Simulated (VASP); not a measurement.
Write the native input for VASP 6.6.1 that does the following.

- Task: single point
- Functional: PBE
- Potentials or basis: VASP PAW PBE potentials, release 64 (Si, Mo_sv)
- Cutoff: 520 eV
- k mesh: 12 × 12 × 12
- Occupations: methfessel-paxton, width 0.2 eV
- Spin: no spin polarisation
- Dipole correction: no
- Further INCAR settings: ALGO = Normal; EDIFF = 1e-06; NBANDS = 18

The structure of Si2Mo lies in POSCAR:

```
Si2Mo
1.0
   -1.6000000000      1.6000000000      3.9305000000
    1.6000000000     -1.6000000000      3.9305000000
    1.6000000000      1.6000000000     -3.9305000000
Si Mo
2 1
Direct
    0.3349538831      0.3349538831      0.0000000000
    0.6650461169      0.6650461169      0.0000000000
    0.0000000000      0.0000000000      0.0000000000
```

One way to write it, as run:

INCAR

```
ALGO = Normal
EDIFF = 1E-6
ENCUT = 520
GGA = PE
ISIF = 2
ISMEAR = 1
LASPH = True
LCHARG = False
LREAL = False
LWAVE = False
NBANDS = 18
NELM = 100
PREC = Accurate
SIGMA = 0.2
```

KPOINTS

```
k-points
0
Gamma
  12 12 12
```

Potentials or basis: VASP PAW PBE potentials, release 64 (Si, Mo_sv).

Command:

```sh
$ cat potpaw_PBE.64/Si/POTCAR potpaw_PBE.64/Mo_sv/POTCAR > POTCAR
$ mpirun -np 1 vasp_std > vasp.out
```

It gave:

- Pressure: 2.6 GPa
- Largest force: 0.005 eV/Å
- Band gap on the k mesh: zero (band 11 reaches 12.74 eV, above the bottom of band 12 at 11.79 eV)

It took 2.3 min on 1 thread of AMD EPYC 7R13 Processor (Zen 3), on a shared host, peak memory 0.25 GiB.
